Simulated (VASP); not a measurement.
# CoO (Fm-3m) in VASP: single point with PBE

Aim: the single point of CoO with PBE.

Everything below comes from runs of VASP 6.6.1. Logs are shortened: lines on timing, memory, paths and dates and some standing lists are left out, and cuts for length are marked.

## Step 1: The cell of the first run

It takes space group Fm-3m (No. 225, cubic). Conventional cell: a = 4.263 Å, b = 4.263 Å, c = 4.263 Å, α = 90.00°, β = 90.00°, γ = 90.00°. Within 2.8 Å of Co (site symmetry m-3m) lie 6 O at 2.13 Å. O (site symmetry m-3m) has 6 Co at 2.13 Å within 2.8 Å.

## Step 2: Single point, PBE, collinear spin, ferromagnetic start

INCAR

```
PREC = Accurate
ENCUT = 600
EDIFF = 1E-6
ISMEAR = 0
SIGMA = 0.1
LREAL = F
LASPH = T
NELM = 200
ALGO = Normal
ISIF = 2
LWAVE = F
LCHARG = F
ISPIN = 2
MAGMOM = 3 0
LORBIT = 11
LMAXMIX = 4
GGA = PE
NBANDS = 18
GGA_COMPAT = F
```

KPOINTS

```
Automatic mesh
0
Gamma
  8 8 8
```

POSCAR

```
CoO
1.0
    0.0000000000      2.1315000000      2.1315000000
    2.1315000000      0.0000000000      2.1315000000
    2.1315000000      2.1315000000      0.0000000000
Co O
1 1
Direct
    0.0000000000      0.0000000000      0.0000000000
    0.5000000000      0.5000000000      0.5000000000
```

Potentials or basis: VASP PAW PBE potentials, release 64 (Co, O).

On the command line:

```bash
$ cat potpaw_PBE.64/Co/POTCAR potpaw_PBE.64/O/POTCAR > POTCAR
$ mpirun -np 1 vasp_std > vasp.out
```

OUTCAR:

```text
PREC = Accurate
   ENCUT = 600
   EDIFF = 1E-6
   ISMEAR = 0
   LREAL = F
   LASPH = T
   NELM = 200
   ISIF = 2
   ISPIN = 2
   LORBIT = 11
   GGA = PE

 ion  position               nearest neighbor table
   1  0.000  0.000  0.000-   2 2.13   2 2.13   2 2.13   2 2.13   2 2.13   2 2.13
   2  0.500  0.500  0.500-   1 2.13   1 2.13   1 2.13   1 2.13   1 2.13   1 2.13

  LATTYP: Found a face centered cubic cell.
 ALAT       =     4.2630000000

  Lattice vectors:

 A1 = (   0.0000000000,   2.1315000000,   2.1315000000)
 A2 = (   2.1315000000,   0.0000000000,   2.1315000000)
 A3 = (   2.1315000000,   2.1315000000,   0.0000000000)

Analysis of symmetry for initial positions (statically):
=====================================================================
 Subroutine PRICEL returns:
 Original cell was already a primitive cell.

 Routine SETGRP: Setting up the symmetry group for a
 face centered cubic supercell.

 Subroutine GETGRP returns: Found 48 space group operations
 (whereof 48 operations were pure point group operations)
 out of a pool of 48 trial point group operations.

The static configuration has the point symmetry O_h .

Analysis of symmetry for dynamics (positions and initial velocities):
=====================================================================
 Subroutine PRICEL returns:
 Original cell was already a primitive cell.

 Routine SETGRP: Setting up the symmetry group for a
 face centered cubic supercell.

 Subroutine GETGRP returns: Found 48 space group operations
 (whereof 48 operations were pure point group operations)
 out of a pool of 48 trial point group operations.

The dynamic configuration has the point symmetry O_h .

Analysis of structural, dynamic, and magnetic symmetry:
=====================================================================
 Subroutine PRICEL returns:
 Original cell was already a primitive cell.

 Routine SETGRP: Setting up the symmetry group for a
 face centered cubic supercell.

 Subroutine GETGRP returns: Found 48 space group operations
 (whereof 48 operations were pure point group operations)
 out of a pool of 48 trial point group operations.

The overall configuration has the point symmetry O_h .

 Subroutine INISYM returns: Found 48 space group operations
 (whereof 48 operations are pure point group operations),
 and found     1 'primitive' translations

----------------------------------------------------------------------------------------

                                     Primitive cell

  volume of cell :      19.3681

  direct lattice vectors                    reciprocal lattice vectors
     0.000000000  2.131500000  2.131500000    -0.234576589  0.234576589  0.234576589
     2.131500000  0.000000000  2.131500000     0.234576589 -0.234576589  0.234576589
     2.131500000  2.131500000  0.000000000     0.234576589  0.234576589 -0.234576589

  length of vectors
     3.014396208  3.014396208  3.014396208     0.406298571  0.406298571  0.406298571

  position of ions in fractional coordinates (direct lattice)
     0.000000000  0.000000000  0.000000000
     0.500000000  0.500000000  0.500000000

  ion indices of the primitive-cell ions
   primitive index   ion index
                 1           1
                 2           2

----------------------------------------------------------------------------------------

 KPOINTS: Automatic mesh

Automatic generation of k-mesh.
 Grid dimensions read from file:
 generate k-points for:    8    8    8

 Generating k-lattice:

  Cartesian coordinates                     Fractional coordinates (reciprocal lattice)
    -0.029322074  0.029322074  0.029322074     0.125000000  0.000000000  0.000000000
     0.029322074 -0.029322074  0.029322074     0.000000000  0.125000000  0.000000000
     0.029322074  0.029322074 -0.029322074     0.000000000  0.000000000  0.125000000

  Length of vectors
     0.050787321  0.050787321  0.050787321

  Shift w.r.t. Gamma in fractional coordinates (k-lattice)
     0.000000000  0.000000000  0.000000000

 Subroutine IBZKPT returns following result:
 ===========================================

 Found     29 irreducible k-points:

 Following reciprocal coordinates:
            Coordinates               Weight
  0.000000  0.000000  0.000000      1.000000
  0.125000  0.000000  0.000000      8.000000
  0.250000  0.000000  0.000000      8.000000
  0.375000  0.000000  0.000000      8.000000
  0.500000  0.000000  0.000000      4.000000
  0.125000  0.125000  0.000000      6.000000
[... 16 lines left out ...]
  0.500000  0.250000  0.125000     48.000000
 -0.375000  0.250000  0.125000     24.000000
 [... further k-points ...]
   k-points           NKPTS =     29   k-points in BZ     NKDIM =     29   number of bands    NBANDS=     18
   number of dos      NEDOS =    301   number of ions     NIONS =      2
   total plane-waves  NPLWV =  13824
   dimension x,y,z NGX =    24 NGY =   24 NGZ =   24
   dimension x,y,z NGXF=    48 NGYF=   48 NGZF=   48
   ions per type =               1   1
   NGX,Y,Z   is equivalent  to a cutoff of  13.24, 13.24, 13.24 a.u.
   NGXF,Y,Z  is equivalent  to a cutoff of  26.47, 26.47, 26.47 a.u.
 SYSTEM =  unknown system
   PREC   = accura    normal or accurate (medium, high low for compatibility)
   ISTART =      0    job   : 0-new  1-cont  2-samecut
   ICHARG =      2    charge: 1-file 2-atom 10-const
   ISPIN  =      2    spin polarized calculation?
   LNONCOLLINEAR =      F non collinear calculations
   LSORBIT =      F    spin-orbit coupling
   LASPH  =      T    aspherical Exc in radial PAW
   ENCUT  =  600.0 eV  44.10 Ry    6.64 a.u.   6.02  6.02  6.02*2*pi/ulx,y,z
   NELM   =    200;   NELMIN=  2; NELMDL= -5     # of ELM steps
   EDIFF  = 0.1E-05   stopping-criterion for ELM
   LREAL  =      F    real-space projection
   EDIFFG = 0.1E-04   stopping-criterion for IOM
   NSW    =      0    number of steps for IOM
   IBRION =     -1    ionic relax: 0-MD 1-quasi-New 2-CG
   NFREE  =      0    steps in history (QN), initial steepest desc. (CG)
   ISIF   =      2    stress and relaxation
   ISYM   =      2    0-nonsym 1-usesym 2-fastsym
   POTIM  = 0.5000    time-step for ionic-motion
   TEBEG  =    0.0;   TEEND  =   0.0 temperature during run
   PSTRESS=    0.0 pullay stress
   NELECT =      15.0000    total number of electrons
   NUPDOWN=      -1.0000    fix difference up-down
   EMIN   =  10.00;   EMAX   =-10.00  energy-range for DOS
   EFERMI =   0.00;   METHOD = LEGACY
   ISMEAR =     0;   SIGMA  =   0.10  broadening in eV -4-tet -1-fermi 0-gaus
   EFERMI_NEDOS =   21; number of points for ismear=-14 and -15
   IALGO  =     38    algorithm
   IMIX   =      4    mixing-type and parameters
     AMIX     =   0.40;   BMIX     =  1.00
     AMIX_MAG =   1.60;   BMIX_MAG =  1.00
  volume/ion in A,a.u.               =       9.68        65.35
  Fermi-wavevector in a.u.,A,eV,Ry     =   1.503407  2.841027 30.752334  2.260233
  Thomas-Fermi vector in A             =   2.614521
   LORBIT       =     11    0 simple, 1 ext, 2 COOP (PROOUT), +10 PAW based schemes
   GGA     = PE    functional components
   LHFCALC =     F    Hartree Fock is set to
   AEXX    =    0.0000 exact exchange contribution
   IVDW    =     0    specifies the selected vdW correction
   LEPSILON=     F    determine dielectric tensor
   LRPA    =     F    only Hartree local field effects (RPA)
 spin polarized calculation
 Gauss-broadening in eV      SIGMA  =   0.10
  energy-cutoff  :      600.00
  volume of cell :       19.37
 maximum number of plane-waves:       660
   NGX = 13   NGY = 13   NGZ = 13

 number of electron      15.0000007 magnetization       2.8775905

 Free energy of the ion-electron system (eV)
  ---------------------------------------------------
  ext. energy  EPLUGINS =         0.00000000
  ---------------------------------------------------
  free energy    TOTEN  =       -13.05828936 eV

  energy without entropy =      -13.03573033  energy(sigma->0) =      -13.04700984

 E-fermi :   7.8706     XC(G=0): -12.3954

 val. band max:        7.8696496835   @ k =   0.5000   0.2500   0.0000
 cond. band min:       7.9016953993   @ k =   0.3750   0.2500   0.0000
 fundamental gap:      0.0320457159
 Fermi energy:         7.8706018873

 spin component 1

 k-point     1 :       0.0000    0.0000    0.0000
  band No.  band energies     occupation
      1     -12.2978      1.00000
      2       4.6278      1.00000
      3       4.6279      1.00000
      4       4.7646      1.00000
      5       4.7646      1.00000
      6       4.7646      1.00000
[... 10 lines left out ...]
     17      29.3021      0.00000
     18      32.7830      0.00000
[... 463 lines left out ...]
 k-point    24 :      -0.3750    0.2500    0.1250
  band No.  band energies     occupation
      1     -11.0128      1.00000
      2       0.4901      1.00000
      3       1.8432      1.00000
      4       2.0718      1.00000
      5       5.3252      1.00000
      6       5.5583      1.00000
[... 10 lines left out ...]
     17      35.8029      0.00000
     18      37.0177      0.00000

 [... further k-points ...]

 spin component 2

 k-point     1 :       0.0000    0.0000    0.0000
  band No.  band energies     occupation
      1     -11.8108      1.00000
      2       5.3066      1.00000
      3       5.3066      1.00000
      4       5.3066      1.00000
      5       6.7768      1.00000
      6       6.7768      1.00000
[... 10 lines left out ...]
     17      30.2544      0.00000
     18      33.5937      0.00000
[... 463 lines left out ...]
 k-point    24 :      -0.3750    0.2500    0.1250
  band No.  band energies     occupation
      1     -10.4722      1.00000
      2       1.0391      1.00000
      3       2.7738      1.00000
      4       3.3152      1.00000
      5       7.5449      1.00000
      6       7.6381      0.99949
[... 10 lines left out ...]
     17      36.1526      0.00000
     18      37.6344      0.00000

 [... further k-points ...]
[... 5 lines left out ...]
  --------------------------------------------------------------------------------------
  -------------------------------------------------------------------------------------
  Total       -0.3400949     -0.3400949     -0.3400949      0.0000000      0.0000000      0.0000000
  in kB      -28.1335627    -28.1335627    -28.1335627      0.0000000      0.0000000      0.0000000
  external PRESSURE =     -28.1335627 kB  Pullay stress =       0.0000000 kB

 VOLUME and BASIS-vectors are now :
 -----------------------------------------------------------------------------
  energy-cutoff  :      600.00
  volume of cell :       19.37
      direct lattice vectors                 reciprocal lattice vectors
     0.000000000  2.131500000  2.131500000    -0.234576589  0.234576589  0.234576589
     2.131500000  0.000000000  2.131500000     0.234576589 -0.234576589  0.234576589
     2.131500000  2.131500000  0.000000000     0.234576589  0.234576589 -0.234576589

 POSITION                                       TOTAL-FORCE (eV/Angst)
 -----------------------------------------------------------------------------------
      0.00000      0.00000      0.00000         0.000000      0.000000      0.000000
      2.13150      2.13150      2.13150        -0.000000     -0.000000     -0.000000
 -----------------------------------------------------------------------------------
    total drift:                                0.000000     -0.000000     -0.000000

  FREE ENERGIE OF THE ION-ELECTRON SYSTEM (eV)
  ---------------------------------------------------
  free  energy   TOTEN  =       -13.0582893553 eV

  energy  without entropy=      -13.0357303319  energy(sigma->0) =      -13.04700984

 total charge

# of ion       s       p       d       tot
------------------------------------------
    1        0.293   0.354   7.144   7.791
    2        1.553   3.422   0.000   4.975
--------------------------------------------------
tot          1.846   3.776   7.144  12.766

 magnetization (x)

# of ion       s       p       d       tot
------------------------------------------
    1        0.021   0.018   2.500   2.539
    2        0.028   0.260   0.000   0.288
--------------------------------------------------
tot          0.049   0.278   2.500   2.827
```

Run time: 48 s. Hardware: 1 thread of AMD EPYC 7R43 (Zen 3), shared host; peak memory 0.12 GiB.

Results:

| Property | Result |
| --- | --- |
| Free energy | -13.0583 eV |
| Pressure | -2.8 GPa |
| Net moment | 2.88 μB per cell |
| Site moments | Co +2.54; O +0.29 μB |
| Valence electrons inside the program's atomic spheres | Co 7.79; O 4.97 |

Caveat: a cell with one magnetic atom can't hold antiferromagnetic order, which such compounds often take; semilocal functionals often make such compounds metallic where correlation or magnetic order opens a gap, which also shifts bond lengths. With open d or f shells a metallic result of PBE can be an artefact of self-interaction; +U or a hybrid may open a gap.
